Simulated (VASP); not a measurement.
A run of VASP 6.6.1 is set up as follows.

Contents of INCAR:

```
SYSTEM = MgCdSe2
PREC = Accurate
ENCUT = 520
EDIFF = 1E-7
ISMEAR = 0
SIGMA = 0.1
LREAL = .FALSE.
LASPH = .TRUE.
NELM = 100
ALGO = Normal
ISIF = 2
LWAVE = .FALSE.
LCHARG = .FALSE.
GGA = PE
NBANDS = 21
```

KPOINTS

```
regular mesh
0
G
  6 6 4
  0 0 0
```

File POSCAR:

```
MgCdSe2
1.0
    3.7669475800      0.0000000000      0.0000000000
   -1.8834737900      3.2622723000      0.0000000000
    0.0000000000      0.0000000000      7.0983787000
Mg Cd Se
1 1 2
Direct
    0.0000000000      0.0000000000      0.5000000000
    0.0000000000      0.0000000000      0.0000000000
    0.6666666700      0.3333333300      0.7979580200
    0.3333333300      0.6666666700      0.2020419800
```

Potentials or basis: VASP PAW PBE potentials, release 64 (Mg, Cd, Se).

Launch:

```console
$ cat potpaw_PBE.64/Mg/POTCAR potpaw_PBE.64/Cd/POTCAR potpaw_PBE.64/Se/POTCAR > POTCAR
$ mpirun -np 1 vasp_std > vasp.out
```

Problem. What does it give for the band gap on the k mesh?

Solution. Zero (bands 13 and 14 overlap by 0.06 eV).

Problem. What does it give for the pressure?

Solution. 9.4 GPa.

Problem. Estimate the largest force.

Solution. 3.467 eV/Å.

Stress tensor (GPa, compression positive):
```
13.82  0.00  0.00
 0.00 13.82  0.00
 0.00  0.00  0.47
```

Caveat: the cell stands under pressure; semilocal functionals underestimate gaps, so a narrow gap can read as zero; forces of over 1 eV/Å act on the atoms, so gaps and moduli don't describe the material at rest.
